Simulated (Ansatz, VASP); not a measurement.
## Co in VASP and in Ansatz

Contents of INCAR:

```
SYSTEM = Co
PREC = Accurate ; ENCUT = 520
EDIFF = 1E-8 ; ISMEAR = -1
SIGMA = 0.05 ; LREAL = .FALSE.
LASPH = .TRUE. ; NELM = 150
ALGO = Normal ; ISIF = 2
LWAVE = .FALSE. ; LCHARG = .FALSE.
ISPIN = 2 ; MAGMOM = 2 2
LORBIT = 11 ; LMAXMIX = 4
GGA = PS ; LEFG = .TRUE.
NBANDS = 20
```

KPOINTS

```
regular mesh
0
G
  19 19 10
  0 0 0
```

The input POSCAR:

```
Co
1.0
    2.5684055861      0.0000000000      0.0000000000
   -1.2842027931      2.2243044849      0.0000000000
    0.0000000000      0.0000000000      4.1712360565
Co
2
Direct
    0.3333333333      0.6666666667      0.2500000000
    0.6666666667      0.3333333333      0.7500000000
```

Input for Ansatz:

```yaml
crystal:
  lattice:
    - [2.5684055861, 0.0, 0.0]
    - [-1.2842027931, 2.2243044849, 0.0]
    - [0.0, 0.0, 4.1712360565]
  atoms:
    - { symbol: Co, position: [0.3333333333, 0.6666666667, 0.25], spin: 2.0 }
    - { symbol: Co, position: [0.6666666667, 0.3333333333, 0.75], spin: 2.0 }
magnetization:
  spin_polarized: true
kpoints:
  mp_grid: { grid: [19, 19, 10] }
scf:
  occupations: { method: fermi_dirac, width: 0.05 }
hamiltonian:
  xc: pbesol
  pseudopotentials: { kind: all_electron, datasets: crystal }
output:
  forces: true
  stress: true
  eigenvalues: true
  efg: { contact_densities: true }
```

Change from the starting cell: volume scaled by 1.06, crystal datasets.

Alike in both runs: task electric field gradients; functional PBEsol; k mesh 19 × 19 × 10; occupations fermi-dirac, width 0.05 eV; collinear spin.

```csv
,VASP,Ansatz
version,VASP 6.6.1,Ansatz 0.2.0
potentials or method,"VASP PAW PBE potentials, release 64 (Co), cutoff 520 eV","all-electron PAW with datasets made for the crystal, scalar-relativistic"
```

Ansatz gave:

```
pressure (GPa)                                                : -24.3
traceless stress, the component that is largest in VASP (GPa) : -0.40
net moment per atom (μB)                                      : 1.69
size of the moment on the site where the two differ most (μB) : 1.77
size of Vzz on the site where it differs most (V/Å²)          : 2.1
```

Task: Which values does VASP return?

Result: Pressure (GPa): -24.5; traceless stress, the component that is largest in VASP (GPa): -0.55; net moment per atom (μB): 1.68; size of the moment on the site where the two differ most (μB): 1.71; size of Vzz on the site where it differs most (V/Å²): 2.2.

VASP's potentials were made for PBE, not for PBEsol. Site moments also hang on the region over which each program counts them. Ansatz ran all-electron here, and VASP with PAW potentials.
